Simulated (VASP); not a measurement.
MnH4, 5 atoms in the cell. The cell holds a sheet with vacuum, 5 atoms: a = 3.398 Å, b = 3.398 Å, c = 23.800 Å, α = 90.00°, β = 90.00°, γ = 90.00°. 

| Property | Result |
| --- | --- |
| Program | VASP 6.6.1 |
| Task | single point |
| Functional | PBE |
| Potentials or basis | VASP PAW PBE potentials, release 64 (Mn_pv, H) |
| Cutoff | 520 eV |
| k mesh | 6 × 6 × 1 |
| Occupations | gaussian, width 0.1 eV |
| Spin | collinear spin, ferromagnetic start |
| Starting moments | [2.47, 0.0, 0.0, 0.0, 0.0] μB |
| Dipole correction | yes |
| Further INCAR settings | ALGO = Normal; EDIFF = 1e-06; NBANDS = 20 |

Potentials or basis: VASP PAW PBE potentials, release 64 (Mn_pv, H).

Launch:

```console
$ cat potpaw_PBE.64/Mn_pv/POTCAR potpaw_PBE.64/H/POTCAR > POTCAR
$ mpirun -np 1 vasp_std > vasp.out
```

Hardware: 1 thread of Intel(R) Xeon(R) Platinum 8488C (Sapphire Rapids) (shared host).

Question: Estimate the wall time of this run.

Answer: Run time: 2.5 min on 1 thread of Intel(R) Xeon(R) Platinum 8488C (Sapphire Rapids), with other jobs on the host, peak memory 0.5 GiB. Counts: scf iterations 27, k points 10.
